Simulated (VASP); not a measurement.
# Ir3Ru2 (P-6m2) in VASP: single point with PBE

Aim: the single point of Ir3Ru2 with PBE.

All numbers are computed with VASP 6.6.1; they aren't measurements. Logs are shortened: lines on timing, memory, paths and dates and some standing lists are left out, and cuts for length are marked.

## (1) The cell of the first run

Symmetry: P-6m2, No. 187, hexagonal system. The conventional cell has a = 2.740 Å, b = 2.740 Å, c = 21.876 Å, α = 90.00°, β = 90.00°, γ = 120.00°. Ru (site symmetry 3m) has 6 Ir at 2.69 to 2.70 Å and 6 Ru at 2.74 Å within 3.5 Å. Within 3.5 Å of Ru (site symmetry 3m) lie 6 Ir at 2.67 to 2.69 Å and 6 Ru at 2.74 Å. Within 3.6 Å of Ir (site symmetry -6m2) lie 6 Ru at 2.70 Å and 6 Ir at 2.74 Å. Within 3.5 Å of Ir (site symmetry 3m) lie 6 Ru at 2.69 Å and 6 Ir at 2.74 Å. Ir (site symmetry 3m) has 3 Ru at 2.67 Å and 9 Ir at 2.74 to 2.75 Å within 3.5 Å. Ir (site symmetry -6m2) has 12 Ir at 2.74 to 2.75 Å within 3.6 Å.

## (2) Single point, PBE

The input, INCAR:

```
PREC     = Accurate       # precision mode
ENCUT    = 520            # plane-wave cutoff, eV
EDIFF    = 1E-7           # SCF threshold, eV
ISMEAR   = 0              # smearing method
SIGMA    = 0.1            # smearing width, eV
LREAL    = F              # projectors in reciprocal space
LASPH    = T              # aspherical terms in the spheres
NELM     = 80             # most SCF steps
ALGO     = Fast           # electronic algorithm
ISIF     = 2              # what is computed and relaxed
LWAVE    = F              # write WAVECAR
LCHARG   = F              # write CHGCAR
GGA      = PE             # functional
NBANDS   = 66             # bands
```

The input, KPOINTS:

```
Automatic mesh
0
Gamma
  18 18 2
```

The input, POSCAR:

```
Ir3Ru2
1.0
    2.7398362281      0.0000000000      0.0000000000
   -1.3699181140      2.3727677757      0.0000000000
    0.0000000000      0.0000000000     21.8756205000
Ru Ir
4 6
Direct
    0.6666666667      0.3333333333      0.0997930000
    0.6666666667      0.3333333333      0.2986790000
    0.6666666667      0.3333333333      0.7013210000
    0.6666666667      0.3333333333      0.9002070000
    0.3333333333      0.6666666667      0.0000000000
    0.3333333333      0.6666666667      0.1991900000
    0.3333333333      0.6666666667      0.3971630000
    0.3333333333      0.6666666667      0.6028370000
    0.3333333333      0.6666666667      0.8008100000
    0.6666666667      0.3333333333      0.5000000000
```

Potentials or basis: VASP PAW PBE potentials, release 64 (Ru_pv, Ir).

Run with:

```
> cat potpaw_PBE.64/Ru_pv/POTCAR potpaw_PBE.64/Ir/POTCAR > POTCAR
> mpirun -np 1 vasp_std > vasp.out
```

OUTCAR:

```text
PREC = Accurate
   ENCUT = 520
   EDIFF = 1E-7
   ISMEAR = 0
   LREAL = F
   LASPH = T
   NELM = 80
   ISIF = 2
   GGA = PE

 ion  position               nearest neighbor table
   1  0.667  0.333  0.100-   6 2.69   6 2.69   6 2.69   5 2.70   5 2.70   5 2.70
   2  0.667  0.333  0.299-   7 2.67   7 2.67   7 2.67   6 2.69   6 2.69   6 2.69
   3  0.667  0.333  0.701-   8 2.67   8 2.67   8 2.67   9 2.69   9 2.69   9 2.69
   4  0.667  0.333  0.900-   9 2.69   9 2.69   9 2.69   5 2.70   5 2.70   5 2.70
   5  0.333  0.667  0.000-   1 2.70   4 2.70   1 2.70   4 2.70   1 2.70   4 2.70
   6  0.333  0.667  0.199-   1 2.69   1 2.69   1 2.69   2 2.69   2 2.69   2 2.69
   7  0.333  0.667  0.397-   2 2.67   2 2.67   2 2.67  10 2.75  10 2.75  10 2.75
   8  0.333  0.667  0.603-   3 2.67   3 2.67   3 2.67  10 2.75  10 2.75  10 2.75
   9  0.333  0.667  0.801-   4 2.69   4 2.69   4 2.69   3 2.69   3 2.69   3 2.69
  10  0.667  0.333  0.500-   7 2.75   8 2.75   7 2.75   8 2.75   7 2.75   8 2.75

  LATTYP: Found a hexagonal cell.
 ALAT       =     2.7398362281
 C/A-ratio  =     7.9842803287

  Lattice vectors:

 A1 = (   2.7398362281,   0.0000000000,   0.0000000000)
 A2 = (  -1.3699181140,   2.3727677757,   0.0000000000)
 A3 = (   0.0000000000,   0.0000000000,  21.8756205000)

Analysis of symmetry for initial positions (statically):
=====================================================================
 Subroutine PRICEL returns:
 Original cell was already a primitive cell.

 Routine SETGRP: Setting up the symmetry group for a
 hexagonal supercell.

 Subroutine GETGRP returns: Found 12 space group operations
 (whereof 12 operations were pure point group operations)
 out of a pool of 24 trial point group operations.

The static configuration has the point symmetry D_3h.

Analysis of symmetry for dynamics (positions and initial velocities):
=====================================================================
 Subroutine PRICEL returns:
 Original cell was already a primitive cell.

 Routine SETGRP: Setting up the symmetry group for a
 hexagonal supercell.

 Subroutine GETGRP returns: Found 12 space group operations
 (whereof 12 operations were pure point group operations)
 out of a pool of 24 trial point group operations.

The dynamic configuration has the point symmetry D_3h.

 Subroutine INISYM returns: Found 12 space group operations
 (whereof 12 operations are pure point group operations),
 and found     1 'primitive' translations

----------------------------------------------------------------------------------------

                                     Primitive cell

  volume of cell :     142.2133

  direct lattice vectors                    reciprocal lattice vectors
     2.739836228  0.000000000  0.000000000     0.364985319  0.210724372  0.000000000
    -1.369918114  2.372767776  0.000000000     0.000000000  0.421448744  0.000000000
     0.000000000  0.000000000 21.875620500     0.000000000  0.000000000  0.045712989

  length of vectors
     2.739836228  2.739836228 21.875620500     0.421448744  0.421448744  0.045712989

  position of ions in fractional coordinates (direct lattice)
     0.666666667  0.333333333  0.099793000
     0.666666667  0.333333333  0.298679000
     0.666666667  0.333333333  0.701321000
     0.666666667  0.333333333  0.900207000
     0.333333333  0.666666667  0.000000000
     0.333333333  0.666666667  0.199190000
     0.333333333  0.666666667  0.397163000
     0.333333333  0.666666667  0.602837000
     0.333333333  0.666666667  0.800810000
     0.666666667  0.333333333  0.500000000

  ion indices of the primitive-cell ions
   primitive index   ion index
                 1           1
                 2           2
                 3           3
                 4           4
                 5           5
                 6           6
                 7           7
                 8           8
                 9           9
                10          10

----------------------------------------------------------------------------------------

 KPOINTS: Automatic mesh

Automatic generation of k-mesh.
 Grid dimensions read from file:
 generate k-points for:   18   18    2

 Generating k-lattice:

  Cartesian coordinates                     Fractional coordinates (reciprocal lattice)
     0.020276962  0.011706910  0.000000000     0.055555556 -0.000000000  0.000000000
     0.000000000  0.023413819  0.000000000     0.000000000  0.055555556  0.000000000
     0.000000000  0.000000000  0.022856495     0.000000000  0.000000000  0.500000000

  Length of vectors
     0.023413819  0.023413819  0.022856495

  Shift w.r.t. Gamma in fractional coordinates (k-lattice)
     0.000000000  0.000000000  0.000000000

 Subroutine IBZKPT returns following result:
 ===========================================

 Found     74 irreducible k-points:

 Following reciprocal coordinates:
            Coordinates               Weight
  0.000000  0.000000  0.000000      1.000000
  0.055556 -0.000000  0.000000      6.000000
  0.111111 -0.000000  0.000000      6.000000
  0.166667 -0.000000  0.000000      6.000000
  0.222222 -0.000000  0.000000      6.000000
  0.277778  0.000000  0.000000      6.000000
[... 16 lines left out ...]
  0.333333  0.111111  0.000000     12.000000
  0.388889  0.111111  0.000000     12.000000
 [... further k-points ...]
   k-points           NKPTS =     74   k-points in BZ     NKDIM =     74   number of bands    NBANDS=     66
   number of dos      NEDOS =    301   number of ions     NIONS =     10
   total plane-waves  NPLWV =  67200
   dimension x,y,z NGX =    20 NGY =   20 NGZ =  168
   dimension x,y,z NGXF=    40 NGYF=   40 NGZF=  336
   ions per type =               4   6
   NGX,Y,Z   is equivalent  to a cutoff of  12.14, 12.14, 12.77 a.u.
   NGXF,Y,Z  is equivalent  to a cutoff of  24.27, 24.27, 25.53 a.u.
 SYSTEM =  unknown system
   PREC   = accura    normal or accurate (medium, high low for compatibility)
   ISTART =      0    job   : 0-new  1-cont  2-samecut
   ICHARG =      2    charge: 1-file 2-atom 10-const
   ISPIN  =      1    spin polarized calculation?
   LNONCOLLINEAR =      F non collinear calculations
   LSORBIT =      F    spin-orbit coupling
   LASPH  =      T    aspherical Exc in radial PAW
   ENCUT  =  520.0 eV  38.22 Ry    6.18 a.u.   5.09  5.09 40.67*2*pi/ulx,y,z
   NELM   =     80;   NELMIN=  2; NELMDL= -5     # of ELM steps
   EDIFF  = 0.1E-06   stopping-criterion for ELM
   LREAL  =      F    real-space projection
   EDIFFG = 0.1E-05   stopping-criterion for IOM
   NSW    =      0    number of steps for IOM
   IBRION =     -1    ionic relax: 0-MD 1-quasi-New 2-CG
   NFREE  =      0    steps in history (QN), initial steepest desc. (CG)
   ISIF   =      2    stress and relaxation
   ISYM   =      2    0-nonsym 1-usesym 2-fastsym
   POTIM  = 0.5000    time-step for ionic-motion
   TEBEG  =    0.0;   TEEND  =   0.0 temperature during run
   PSTRESS=    0.0 pullay stress
   NELECT =     110.0000    total number of electrons
   NUPDOWN=      -1.0000    fix difference up-down
   EMIN   =  10.00;   EMAX   =-10.00  energy-range for DOS
   EFERMI =   0.00;   METHOD = LEGACY
   ISMEAR =     0;   SIGMA  =   0.10  broadening in eV -4-tet -1-fermi 0-gaus
   EFERMI_NEDOS =   21; number of points for ismear=-14 and -15
   IALGO  =     68    algorithm
   IMIX   =      4    mixing-type and parameters
     AMIX     =   0.40;   BMIX     =  1.00
     AMIX_MAG =   1.60;   BMIX_MAG =  1.00
  volume/ion in A,a.u.               =      14.22        95.97
  Fermi-wavevector in a.u.,A,eV,Ry     =   1.502769  2.839822 30.726249  2.258316
  Thomas-Fermi vector in A             =   2.613967
   LORBIT       =      0    0 simple, 1 ext, 2 COOP (PROOUT), +10 PAW based schemes
   GGA     = PE    functional components
   LHFCALC =     F    Hartree Fock is set to
   AEXX    =    0.0000 exact exchange contribution
   IVDW    =     0    specifies the selected vdW correction
   LEPSILON=     F    determine dielectric tensor
   LRPA    =     F    only Hartree local field effects (RPA)
 non-spin polarized calculation
 RMM-DIIS sequential band-by-band and
 Gauss-broadening in eV      SIGMA  =   0.10
  energy-cutoff  :      520.00
  volume of cell :      142.21
 maximum number of plane-waves:      3863
   NGX = 11   NGY = 11   NGZ = 81

 number of electron     110.0000013 magnetization

 Free energy of the ion-electron system (eV)
  ---------------------------------------------------
  ext. energy  EPLUGINS =         0.00000000
  ---------------------------------------------------
  free energy    TOTEN  =       -90.17556804 eV

  energy without entropy =      -90.11912831  energy(sigma->0) =      -90.14734817

 E-fermi :  11.1257     XC(G=0): -13.9099

 val. band max:       11.1247991226   @ k =   0.3889   0.0000   0.0000
 cond. band min:      11.1294238275   @ k =   0.1667   0.1111   0.0000
 fundamental gap:      0.0046247049
 Fermi energy:        11.1256978213

 k-point     1 :       0.0000    0.0000    0.0000
  band No.  band energies     occupation
      1     -32.2446      2.00000
      2     -32.2445      2.00000
      3     -32.1816      2.00000
      4     -32.1728      2.00000
      5     -31.7591      2.00000
      6     -31.7591      2.00000
[... 58 lines left out ...]
     65      11.4229      0.00003
     66      11.6582      0.00000

 k-point     2 :       0.0556   -0.0000    0.0000
  band No.  band energies     occupation
      1     -32.2418      2.00000
      2     -32.2417      2.00000
      3     -32.1787      2.00000
      4     -32.1702      2.00000
      5     -31.7794      2.00000
      6     -31.7794      2.00000
[... 1507 lines left out ...]
     65      13.0743      0.00000
     66      13.0970      0.00000

 k-point    24 :       0.3889    0.1111    0.0000
  band No.  band energies     occupation
      1     -32.3676      2.00000
      2     -32.3676      2.00000
      3     -32.3274      2.00000
      4     -32.3253      2.00000
      5     -32.1512      2.00000
      6     -32.1512      2.00000
[... 58 lines left out ...]
     65      13.9029      0.00000
     66      13.9409      0.00000

 [... further k-points ...]

------------------------ aborting loop because EDIFF is reached ----------------------------------------

  FORCE on cell =-STRESS in cart. coord.  units (eV):
  Direction    XX          YY          ZZ          XY          YZ          ZX
  --------------------------------------------------------------------------------------
  -------------------------------------------------------------------------------------
  Total        0.2713034      0.2713034      0.3079481      0.0000000      0.0000000      0.0000000
  in kB        3.0565085      3.0565085      3.4693482      0.0000000      0.0000000      0.0000000
  external PRESSURE =       3.1941218 kB  Pullay stress =       0.0000000 kB

 VOLUME and BASIS-vectors are now :
 -----------------------------------------------------------------------------
  energy-cutoff  :      520.00
  volume of cell :      142.21
      direct lattice vectors                 reciprocal lattice vectors
     2.739836228  0.000000000  0.000000000     0.364985319  0.210724372  0.000000000
    -1.369918114  2.372767776  0.000000000     0.000000000  0.421448744  0.000000000
     0.000000000  0.000000000 21.875620500     0.000000000  0.000000000  0.045712989

 POSITION                                       TOTAL-FORCE (eV/Angst)
 -----------------------------------------------------------------------------------
      1.36992      0.79092      2.18303         0.000000      0.000000     -0.005873
      1.36992      0.79092      6.53379        -0.000000     -0.000000     -0.000415
      1.36992      0.79092     15.34183        -0.000000      0.000000      0.000415
      1.36992      0.79092     19.69259         0.000000      0.000000      0.005873
     -0.00000      1.58185      0.00000         0.000000      0.000000     -0.000000
     -0.00000      1.58185      4.35740         0.000000      0.000000      0.007355
     -0.00000      1.58185      8.68819         0.000000     -0.000000     -0.019763
     -0.00000      1.58185     13.18743         0.000000     -0.000000      0.019763
     -0.00000      1.58185     17.51822         0.000000      0.000000     -0.007355
      1.36992      0.79092     10.93781         0.000000      0.000000     -0.000000
 -----------------------------------------------------------------------------------
    total drift:                                0.000000     -0.000000      0.000000

  FREE ENERGIE OF THE ION-ELECTRON SYSTEM (eV)
  ---------------------------------------------------
  free  energy   TOTEN  =       -90.1755680388 eV

  energy  without entropy=      -90.1191283059  energy(sigma->0) =      -90.14734817
```

Run time: 46 min. Hardware: 1 thread of Intel Xeon 8259CL, shared host; peak memory 0.62 GiB.

Results:

```
Free energy            : -90.1756 eV
Pressure               : 0.3 GPa
Largest force          : 0.020 eV/Å
Band gap on the k mesh : zero (bands 55 and 56 overlap by 2.58 eV)
```

Forces in eV/Å, atoms in the order of the input:
```
Ru   0.000  0.000 -0.006
Ru   0.000  0.000  0.000
Ru   0.000  0.000  0.000
Ru   0.000  0.000  0.006
Ir   0.000  0.000  0.000
Ir   0.000  0.000  0.007
Ir   0.000  0.000 -0.020
Ir   0.000  0.000  0.020
Ir   0.000  0.000 -0.007
Ir   0.000  0.000  0.000
```

Levels at points of the mesh, in eV from the Fermi level:
| k point | band 51 | band 52 | band 53 | band 54 | band 55 | band 56 |
| --- | --- | --- | --- | --- | --- | --- |
| (0.00, 0.00, 0.00) | -2.09 | -1.54 | -1.54 | -1.50 | -1.50 | -1.42 |
| (0.50, 0.00, 0.00) | 0.65 | 0.78 | 0.88 | 0.93 | 0.93 | 0.95 |
| (0.00, 0.00, 0.50) | -1.91 | -1.91 | -1.89 | -1.89 | -1.07 | -1.07 |
| (0.50, 0.00, 0.50) | 0.74 | 0.75 | 0.89 | 0.91 | 0.94 | 1.06 |

Caveat: spin-orbit coupling is left out, which moves the levels of the heavy elements.
